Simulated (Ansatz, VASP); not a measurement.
One calculation of Sb, two programs

The input INCAR:

```
SYSTEM = Sb
  ALGO = Normal
  EDIFF = 1E-6
  ENCUT = 500
  GGA = PS
  GGA_COMPAT = .False.
  ISIF = 2
  ISMEAR = -1
  LASPH = .True.
  LCHARG = .True.
  LELF = .True.
  LREAL = .False.
  LVHAR = .True.
  LWAVE = .False.
  NBANDS = 12
  NELM = 120
  PREC = Accurate
  SIGMA = 0.1
```

KPOINTS

```
k-points
0
Gamma
  10 10 10
  0 0 0
```

The input POSCAR:

```
Sb
1.0
    0.0000000000      2.8137602788      2.8137602788
    2.8137602788      0.0000000000      2.8137602788
    2.8137602788      2.8137602788      0.0000000000
Sb
2
Direct
   -0.1250000000     -0.1250000000     -0.1250000000
    0.1250000000      0.1250000000      0.1250000000
```

Input for Ansatz:

```yaml
crystal:
  lattice:
    - [0.0, 2.8137602788, 2.8137602788]
    - [2.8137602788, 0.0, 2.8137602788]
    - [2.8137602788, 2.8137602788, 0.0]
  atoms:
    - { symbol: Sb, position: [-0.125, -0.125, -0.125] }
    - { symbol: Sb, position: [0.125, 0.125, 0.125] }
kpoints:
  mp_grid: { grid: [10, 10, 10] }
scf:
  occupations: { method: fermi_dirac, width: 0.1 }
hamiltonian:
  xc: pbesol
  pseudopotentials: { kind: all_electron, lapw: { basis_error: 0.001 } }
output:
  forces: true
  stress: true
  eigenvalues: true
  populations: true
```

Change from the starting cell: volume scaled by 0.55, LAPW.

Alike in both runs: task single point; functional PBEsol; k mesh 10 × 10 × 10; occupations fermi-dirac, width 0.1 eV; no spin polarisation.

```csv
,VASP,Ansatz
version,VASP 6.6.1,Ansatz 0.2.0
potentials or method,"VASP PAW PBE potentials, release 64 (Sb), cutoff 500 eV","all-electron LAPW, scalar-relativistic"
```

Ansatz gave:

| Quantity | Value |
| --- | --- |
| pressure (GPa) | 71.9 |

Task: What did VASP give for the same quantities?

Result: Pressure (GPa): 73.5.

VASP's potentials were made for PBE, not for PBEsol. Both programs put the cell under a high pressure, so it lies far from rest at this level. Ansatz ran all-electron here, and VASP with PAW potentials.

Neither program's run includes spin-orbit coupling. Noted on VASP's run: the cell as given lies far from equilibrium.
